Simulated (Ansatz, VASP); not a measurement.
# Na: VASP beside Ansatz

```
Na
1.0
    -2.11750    2.11750    2.18102
     2.11750   -2.11750    2.18102
     2.11750    2.11750   -2.18102
Na
1
Cartesian
  0.0000 0.0000 0.0000
```

Change from the starting cell: strain +0.000 along x and y, +0.030 along z, atoms carried along.

Alike in both runs: task single point; functional r2SCAN; k mesh 16 × 16 × 16; occupations gaussian, width 0.15 eV; no spin polarisation.

|  | VASP | Ansatz |
| --- | --- | --- |
| version | VASP 6.6.1 | Ansatz 0.2.0 |
| potentials or method | VASP PAW PBE potentials, release 64 (Na_pv), cutoff 520 eV | scalar-relativistic, plane waves, PAW |
| valence electrons in the cell | 7 | 9 |

|  | VASP | Ansatz | Ansatz less VASP |
| --- | --- | --- | --- |
| gap on the k mesh at the Fermi level (eV) | none | none | - |
| pressure (GPa) | -0.3 | -0.3 | +0.01 |
| traceless stress, the component that is largest in VASP (GPa) | -0.08 | -0.02 | +0.062 |

VASP's potentials were made for PBE, not for r2SCAN. A gap of «none» marks a metal or a gap that the smearing closes. With one functional, cell and mesh, what is left measures potentials, basis and numerics. VASP's potentials hold 7 valence electrons a cell and Ansatz's 9, so a difference there can come from the potentials and not from the codes.
